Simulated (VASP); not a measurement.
# BN (Fmm2) in VASP: single point with HSE06

Aim: the single point of BN with HSE06.

Everything below comes from runs of VASP 6.6.1. Logs are shortened: lines on timing, memory, paths and dates and some standing lists are left out, and cuts for length are marked.

## Step 1: The cell of the first run

Symmetry: Fmm2, No. 42, orthorhombic system. The conventional cell has a = 2.543 Å, b = 6.693 Å, c = 4.397 Å, α = 90.00°, β = 90.00°, γ = 90.00°. Within 2.0 Å of B (site symmetry mm2) lie 3 N at 1.47 Å. N (site symmetry mm2) has 3 B at 1.47 Å within 2.0 Å.

## Step 2: Single point, HSE06 (strain +1.6%)

POSCAR

```
BN
1.0
    0.0000000000      3.3465304924      2.1985375917
    1.2713490116      0.0000000000      2.1985375917
    1.2713490116      3.3465304924      0.0000000000
B N
1 1
Direct
    0.0001138439      0.0001138439      0.9998861561
    0.6665861461      0.6665861461      0.3334138539
```

INCAR.step1

```
PREC = Accurate
ENCUT = 520
EDIFF = 1E-5
ISMEAR = 0
SIGMA = 0.01
LREAL = F
LASPH = T
NELM = 100
ALGO = Normal
ISIF = 2
LWAVE = T
LCHARG = F
NBANDS = 11
GGA = PE
```

INCAR.step2

```
PREC = Accurate
ENCUT = 520
EDIFF = 1E-7
ISMEAR = 0
SIGMA = 0.01
LREAL = F
LASPH = T
NELM = 100
ALGO = Normal
ISIF = 2
LWAVE = F
LCHARG = F
GGA = PE
LHFCALC = T
HFSCREEN = 0.2079
PRECFOCK = Normal
NBANDS = 11
ISTART = 1
```

KPOINTS

```
Automatic mesh
0
Gamma
  8 8 8
```

Potentials or basis: VASP PAW PBE potentials, release 64 (B, N).

The run is started by

```bash
$ cat potpaw_PBE.64/B/POTCAR potpaw_PBE.64/N/POTCAR > POTCAR
$ cp INCAR.step1 INCAR
$ mpirun -np 1 vasp_std > vasp.out
$ cp INCAR.step2 INCAR
$ mpirun -np 1 vasp_std > vasp.out
```

OUTCAR:

```text
PREC = Accurate
   ENCUT = 520
   EDIFF = 1E-7
   ISMEAR = 0
   LREAL = F
   LASPH = T
   NELM = 100
   ISIF = 2
   GGA = PE
   LHFCALC = T
   HFSCREEN = 0.2079
   PRECFOCK = Normal
   ISTART = 1

 ion  position               nearest neighbor table
   1  0.000  0.000  1.000-   2 1.47   2 1.47   2 1.47
   2  0.667  0.667  0.333-   1 1.47   1 1.47   1 1.47

  LATTYP: Found a face centered orthorhombic cell.
 ALAT       =     2.5426980232
 B/A-ratio  =     1.7292950808
 C/A-ratio  =     2.6322673490

  Lattice vectors:

 A1 = (   0.0000000000,   3.3465304924,   2.1985375917)
 A2 = (  -1.2713490116,   3.3465304924,   0.0000000000)
 A3 = (  -1.2713490116,   0.0000000000,   2.1985375917)

Analysis of symmetry for initial positions (statically):
=====================================================================
 Subroutine PRICEL returns:
 Original cell was already a primitive cell.

 Routine SETGRP: Setting up the symmetry group for a
 face centered orthorhombic supercell.

 Subroutine GETGRP returns: Found  4 space group operations
 (whereof  4 operations were pure point group operations)
 out of a pool of  8 trial point group operations.

The static configuration has the point symmetry C_2v.

Analysis of symmetry for dynamics (positions and initial velocities):
=====================================================================
 Subroutine PRICEL returns:
 Original cell was already a primitive cell.

 Routine SETGRP: Setting up the symmetry group for a
 face centered orthorhombic supercell.

 Subroutine GETGRP returns: Found  4 space group operations
 (whereof  4 operations were pure point group operations)
 out of a pool of  8 trial point group operations.

The dynamic configuration has the point symmetry C_2v.

 Subroutine INISYM returns: Found  4 space group operations
 (whereof  4 operations are pure point group operations),
 and found     1 'primitive' translations

----------------------------------------------------------------------------------------

                                     Primitive cell

  volume of cell :      18.7078

  direct lattice vectors                    reciprocal lattice vectors
     0.000000000  3.346530492  2.198537592    -0.393283037  0.149408470  0.227423903
     1.271349012  0.000000000  2.198537592     0.393283037 -0.149408470  0.227423903
     1.271349012  3.346530492  0.000000000     0.393283037  0.149408470 -0.227423903

  length of vectors
     4.004102131  2.539664516  3.579887519     0.478242689  0.478242689  0.478242689

  position of ions in fractional coordinates (direct lattice)
     0.000113844  0.000113844  0.999886156
     0.666586146  0.666586146  0.333413854

  ion indices of the primitive-cell ions
   primitive index   ion index
                 1           1
                 2           2

----------------------------------------------------------------------------------------

 KPOINTS: Automatic mesh

Automatic generation of k-mesh.
 Grid dimensions read from file:
 generate k-points for:    8    8    8

 Generating k-lattice:

  Cartesian coordinates                     Fractional coordinates (reciprocal lattice)
    -0.049160380  0.018676059  0.028427988     0.125000000  0.000000000  0.000000000
     0.049160380 -0.018676059  0.028427988     0.000000000  0.125000000  0.000000000
     0.049160380  0.018676059 -0.028427988     0.000000000  0.000000000  0.125000000

  Length of vectors
     0.059780336  0.059780336  0.059780336

  Shift w.r.t. Gamma in fractional coordinates (k-lattice)
     0.000000000  0.000000000  0.000000000

 Subroutine IBZKPT returns following result:
 ===========================================

 Found     95 irreducible k-points:

 Following reciprocal coordinates:
            Coordinates               Weight
  0.000000  0.000000  0.000000      1.000000
  0.125000  0.000000 -0.000000      8.000000
  0.250000  0.000000 -0.000000      8.000000
  0.375000  0.000000  0.000000      8.000000
  0.500000  0.000000 -0.000000      4.000000
  0.125000  0.125000  0.000000      2.000000
[... 16 lines left out ...]
  0.250000  0.000000  0.125000      8.000000
  0.375000  0.000000  0.125000      8.000000
 [... further k-points ...]
   k-points           NKPTS =     95   k-points in BZ     NKDIM =    512   number of bands    NBANDS=     11
   number of dos      NEDOS =    301   number of ions     NIONS =      2
   total plane-waves  NPLWV =  16800
   dimension x,y,z NGX =    30 NGY =   20 NGZ =   28
   dimension x,y,z NGXF=    60 NGYF=   40 NGZF=   56
   ions per type =               1   1
   NGX,Y,Z   is equivalent  to a cutoff of  12.46, 13.09, 13.00 a.u.
   NGXF,Y,Z  is equivalent  to a cutoff of  24.91, 26.18, 26.01 a.u.
 SYSTEM =  unknown system
   PREC   = accura    normal or accurate (medium, high low for compatibility)
   ISTART =      1    job   : 0-new  1-cont  2-samecut
   ICHARG =      0    charge: 1-file 2-atom 10-const
   ISPIN  =      1    spin polarized calculation?
   LNONCOLLINEAR =      F non collinear calculations
   LSORBIT =      F    spin-orbit coupling
   LASPH  =      T    aspherical Exc in radial PAW
   ENCUT  =  520.0 eV  38.22 Ry    6.18 a.u.   7.44  4.72  6.66*2*pi/ulx,y,z
   NELM   =    100;   NELMIN=  2; NELMDL=  0     # of ELM steps
   EDIFF  = 0.1E-06   stopping-criterion for ELM
   LREAL  =      F    real-space projection
   EDIFFG = 0.1E-05   stopping-criterion for IOM
   NSW    =      0    number of steps for IOM
   IBRION =     -1    ionic relax: 0-MD 1-quasi-New 2-CG
   NFREE  =      0    steps in history (QN), initial steepest desc. (CG)
   ISIF   =      2    stress and relaxation
   ISYM   =      3    0-nonsym 1-usesym 2-fastsym
   POTIM  = 0.5000    time-step for ionic-motion
   TEBEG  =    0.0;   TEEND  =   0.0 temperature during run
   PSTRESS=    0.0 pullay stress
   NELECT =       8.0000    total number of electrons
   NUPDOWN=      -1.0000    fix difference up-down
   EMIN   =  10.00;   EMAX   =-10.00  energy-range for DOS
   EFERMI =   0.00;   METHOD = LEGACY
   ISMEAR =     0;   SIGMA  =   0.01  broadening in eV -4-tet -1-fermi 0-gaus
   EFERMI_NEDOS =   21; number of points for ismear=-14 and -15
   IALGO  =     38    algorithm
   IMIX   =      1    mixing-type and parameters
     AMIX     =   0.40;   BMIX     =  1.00
     AMIX_MAG =   1.60;   BMIX_MAG =  1.00
  volume/ion in A,a.u.               =       9.35        63.12
  Fermi-wavevector in a.u.,A,eV,Ry     =   1.233380  2.330751 20.697549  1.521227
  Thomas-Fermi vector in A             =   2.368113
   LORBIT       =      0    0 simple, 1 ext, 2 COOP (PROOUT), +10 PAW based schemes
   GGA     = PE    functional components
   LHFCALC =     T    Hartree Fock is set to
   PRECFOCK=normal    Normal, Fast or Accurate (Low or Medium for compatibility)
   ENCUT4O =  -1.0   cutoff for four orbital integrals eV
   NKREDX  =     1    reduce k-point grid by
   NKREDY  =     1    reduce k-point grid by
   NKREDZ  =     1    reduce k-point grid by
   AEXX    =    0.2500 exact exchange contribution
   HFSCREEN=    0.2079 screening length (either q_TF or 0.3 A-1)
   HFSCREENC=   0.2079 screening length for correlation (either q_TF or 0.3 A-1)
   ENCUTFOCK=  -1.0 apply spherical cutoff to Coloumb kernel
   IVDW    =     0    specifies the selected vdW correction
   LEPSILON=     F    determine dielectric tensor
   LRPA    =     F    only Hartree local field effects (RPA)
 non-spin polarized calculation
 Gauss-broadening in eV      SIGMA  =   0.01
  energy-cutoff  :      520.00
  volume of cell :       18.71
 maximum number of plane-waves:       519
 NGX is ok and might be reduce to    30
  NGX = 24; NGY = 16; NGZ = 24

 number of electron       8.0000000 magnetization

 Free energy of the ion-electron system (eV)
  ---------------------------------------------------
  ext. energy  EPLUGINS =         0.00000000
  ---------------------------------------------------
  free energy    TOTEN  =       -20.35063050 eV

  energy without entropy =      -20.35063050  energy(sigma->0) =      -20.35063050

 E-fermi :   1.5838     XC(G=0):  -8.2170

 val. band max:        1.4706294876   @ k =   0.5000  -0.3750   0.1250
 cond. band min:       6.1481602310   @ k =   0.0000   0.5000   0.5000
 fundamental gap:      4.6775307434
 Fermi energy:         1.5838347090

 k-point     1 :       0.0000    0.0000    0.0000
  band No.  band energies     occupation
      1     -18.0963      2.00000
      2      -3.0746      2.00000
      3      -0.3676      2.00000
      4      -0.3625      2.00000
      5       7.5721      0.00000
      6      14.1856      0.00000
      7      14.2950      0.00000
      8      16.0895      0.00000
      9      17.0035      0.00000
     10      27.9976      0.00000
     11      30.4816      0.00000

 k-point     2 :       0.1250    0.0000   -0.0000
  band No.  band energies     occupation
      1     -17.7665      2.00000
      2      -2.7835      2.00000
      3      -1.6286      2.00000
      4      -0.9236      2.00000
      5       8.2950      0.00000
      6      14.0458      0.00000
      7      14.9142      0.00000
      8      15.5365      0.00000
      9      18.0320      0.00000
     10      26.4749      0.00000
     11      28.8773      0.00000

 k-point     3 :       0.2500    0.0000   -0.0000
  band No.  band energies     occupation
      1     -16.8292      2.00000
      2      -4.3676      2.00000
      3      -2.0373      2.00000
      4      -1.8902      2.00000
      5       9.8433      0.00000
      6      12.2994      0.00000
      7      13.8055      0.00000
      8      18.7965      0.00000
      9      20.1282      0.00000
     10      23.0109      0.00000
     11      27.5414      0.00000
[... 267 lines left out ...]
 k-point    23 :       0.2500    0.0000    0.1250
  band No.  band energies     occupation
      1     -17.6925      2.00000
      2      -3.4599      2.00000
      3      -1.6290      2.00000
      4      -0.9237      2.00000
      5       9.5265      0.00000
      6      14.0091      0.00000
      7      15.0348      0.00000
      8      15.5480      0.00000
      9      18.0941      0.00000
     10      26.8337      0.00000
     11      28.5298      0.00000

 k-point    24 :       0.3750    0.0000    0.1250
  band No.  band energies     occupation
      1     -16.7427      2.00000
      2      -4.3971      2.00000
      3      -2.6184      2.00000
      4      -2.0363      2.00000
      5      10.6182      0.00000
      6      12.9722      0.00000
      7      14.3575      0.00000
      8      18.7957      0.00000
      9      19.7419      0.00000
     10      23.7468      0.00000
     11      27.4211      0.00000

 [... further k-points ...]
[... 5 lines left out ...]
  --------------------------------------------------------------------------------------
  -------------------------------------------------------------------------------------
  Total       -2.1619842      0.2713209     -2.1522718      0.0000000      0.0000000      0.0000000
  in kB     -185.1567811     23.2364812   -184.3249923      0.0000000      0.0000000      0.0000000
  external PRESSURE =    -115.4150974 kB  Pullay stress =       0.0000000 kB

 VOLUME and BASIS-vectors are now :
 -----------------------------------------------------------------------------
  energy-cutoff  :      520.00
  volume of cell :       18.71
      direct lattice vectors                 reciprocal lattice vectors
     0.000000000  3.346530492  2.198537592    -0.393283037  0.149408470  0.227423903
     1.271349012  0.000000000  2.198537592     0.393283037 -0.149408470  0.227423903
     1.271349012  3.346530492  0.000000000     0.393283037  0.149408470 -0.227423903

 POSITION                                       TOTAL-FORCE (eV/Angst)
 -----------------------------------------------------------------------------------
      1.27135      3.34653      0.00050         0.000000      0.000000      0.000774
      1.27135      3.34653      2.93103         0.000000      0.000000     -0.000774
 -----------------------------------------------------------------------------------
    total drift:                                0.000003     -0.000001      0.000033

  FREE ENERGIE OF THE ION-ELECTRON SYSTEM (eV)
  ---------------------------------------------------
  free  energy   TOTEN  =       -20.3506304956 eV

  energy  without entropy=      -20.3506304956  energy(sigma->0) =      -20.35063050
```

Wall time 2.6 h (1 thread of Oxide Virtual Turin-like, shared host); peak memory 0.25 GiB.

What came out:

* Free energy: -20.3506 eV
* Pressure: -11.5 GPa
* Band gap on the k mesh: 4.68 eV (least direct gap 6.03 eV)

Stress tensor (GPa, compression positive):
```
-18.52   0.00   0.00
  0.00   2.32   0.00
  0.00   0.00 -18.43
```

Caveat: the cell differs from its parent crystal (strain +1.6%); the stress differs along the axes, from -19 to 2 GPa; the PAW data sets were made with another functional, which shifts forces and pressure a little.
